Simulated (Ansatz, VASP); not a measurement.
GaN: VASP beside Ansatz

POSCAR

```
GaN
1.0
    3.1831493761      0.0000000000      0.0000000000
   -1.5915746880      2.7566882238      0.0000000000
    0.0000000000      0.0000000000      5.3909702384
Ga N
2 2
Direct
    0.3333333333      0.6666666667      0.0014240930
    0.6666666667      0.3333333333      0.5014240930
    0.3333333333      0.6666666667      0.3735759070
    0.6666666667      0.3333333333      0.8735759070
```

File INCAR.step1:

```
PREC = Accurate ; ENCUT = 520
ISMEAR = 0 ; SIGMA = 0.01
LREAL = F ; LASPH = T
NELM = 100 ; NBANDS = 26
GGA = PE ; ALGO = Normal
EDIFF = 1E-4 ; LWAVE = T
LCHARG = F
```

The input INCAR.step2:

```
PREC = Accurate ; ENCUT = 520
EDIFF = 1E-7 ; ISMEAR = 0
SIGMA = 0.01 ; LREAL = F
LASPH = T ; NELM = 100
ALGO = Normal ; ISIF = 2
LWAVE = F ; LCHARG = T
METAGGA = R2SCAN ; LMIXTAU = T
LELF = T ; LVHAR = T
NBANDS = 26 ; ISTART = 1
```

Contents of KPOINTS:

```
Automatic mesh
0
Gamma
  12 12 6
```

Input for Ansatz:

```yaml
crystal:
  lattice:
    - [3.1831493761, 0.0, 0.0]
    - [-1.591574688, 2.7566882238, 0.0]
    - [0.0, 0.0, 5.3909702384]
  atoms:
    - { symbol: Ga, position: [0.3333333333, 0.6666666667, 0.001424093] }
    - { symbol: Ga, position: [0.6666666667, 0.3333333333, 0.501424093] }
    - { symbol: "N", position: [0.3333333333, 0.6666666667, 0.373575907] }
    - { symbol: "N", position: [0.6666666667, 0.3333333333, 0.873575907] }
kpoints:
  mp_grid: { grid: [12, 12, 6] }
  band_path:
    path:
      - [0.0, 0.0, 0.0]
      - [0.5, 0.0, 0.0]
      - [0.3333333333, 0.3333333333, 0.0]
      - [0.0, 0.0, 0.5]
      - [0.5, 0.0, 0.5]
      - [0.3333333333, 0.3333333333, 0.5]
    npoints: 1
hamiltonian:
  xc: r2scan
scf:
  occupations: { method: fixed }
  n_extra_bands: 5
output:
  forces: true
  stress: true
  eigenvalues: true
```

Change from the starting cell: uniaxial_z strain +4.0%.

Alike in both runs: task single point; functional r2SCAN; k mesh 12 × 12 × 6; no spin polarisation.

```csv
,VASP,Ansatz
version,VASP 6.6.1,Ansatz 0.2.0
potentials or method,"VASP PAW PBE potentials, release 64 (Ga_d, N)","plane waves, PAW"
plane-wave cutoff (eV),520,500
occupations,"gaussian, width 0.01 eV",fixed
valence electrons in the cell,36,36
```

|  | VASP | Ansatz | Ansatz less VASP |
| --- | --- | --- | --- |
| gap on the k mesh at the Fermi level (eV) | 1.90 | 1.91 | +0.006 |
| pressure (GPa) | -6.0 | -7.0 | -0.99 |
| traceless stress, the component that is largest in VASP (GPa) | -8.07 | -7.90 | +0.178 |
| rms of the force components (eV/Å) | 0.006 | 0.000 | -0.0056 |

VASP's potentials were made for PBE, not for r2SCAN. Atom by atom the forces differ by 0.006 eV/Å (rms over components).
